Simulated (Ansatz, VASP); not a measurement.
# One calculation of Ge, two programs

File INCAR:

```
  PREC = Accurate
  ENCUT = 600
  EDIFF = 1E-6
  ISMEAR = -1
  SIGMA = 0.15
  LREAL = False
  LASPH = True
  NELM = 60
  ALGO = Normal
  ISIF = 3
  LWAVE = False
  LCHARG = False
  GGA = PS
  IBRION = 2
  NSW = 80
  EDIFFG = -0.001
```

File KPOINTS:

```
Automatic mesh
0
Gamma
  14 14 14
```

Contents of POSCAR:

```
Ge
1.0
    0.0000000000      2.8378807260      2.8378807260
    2.8378807260      0.0000000000      2.8378807260
    2.8378807260      2.8378807260      0.0000000000
Ge
2
Direct
    0.5000000000      0.5000000000      0.5000000000
    0.7500000000      0.7500000000      0.7500000000
```

Input for Ansatz:

```yaml
crystal:
  lattice:
    - [0.0, 2.8378807269, 2.8378807269]
    - [2.8378807269, 0.0, 2.8378807269]
    - [2.8378807269, 2.8378807269, 0.0]
  atoms:
    - { symbol: Ge, position: [0.5, 0.5, 0.5] }
    - { symbol: Ge, position: [0.75, 0.75, 0.75] }
basis:
  ecutwfc: 420
kpoints:
  mp_grid: { grid: [14, 14, 14] }
hamiltonian:
  xc: pbesol
scf:
  occupations: { method: fermi_dirac, width: 0.15 }
output:
  forces: true
  stress: true
  eigenvalues: true
relax:
  adjacent_minimum: "off"
  f_tol: 0.001
  max_steps: 60
  cell: { stress_tol: 0.01 }
```

Alike in both runs: task relaxation of cell and atoms; functional PBEsol; k mesh 14 × 14 × 14; occupations fermi-dirac, width 0.15 eV; no spin polarisation.

|  | VASP | Ansatz |
| --- | --- | --- |
| version | VASP 6.6.1 | Ansatz 0.2.0 |
| potentials or method | VASP PAW PBE potentials, release 64 (Ge_d), cutoff 600 eV | scalar-relativistic, plane waves, PAW |
| valence electrons in the cell | 28 | 28 |

|  | VASP | Ansatz | Ansatz less VASP |
| --- | --- | --- | --- |
| gap on the k mesh at the Fermi level, each at its own relaxed structure (eV) | none | none | - |
| relaxed volume (Å³/atom) | 22.84 | 22.88 | +0.038 |
| relaxed cell length with the largest relative difference (Å) | 4.012 | 4.015 | +0.0022 |

VASP's potentials were made for PBE, not for PBEsol. A gap of «none» marks a metal or a gap that the smearing closes.
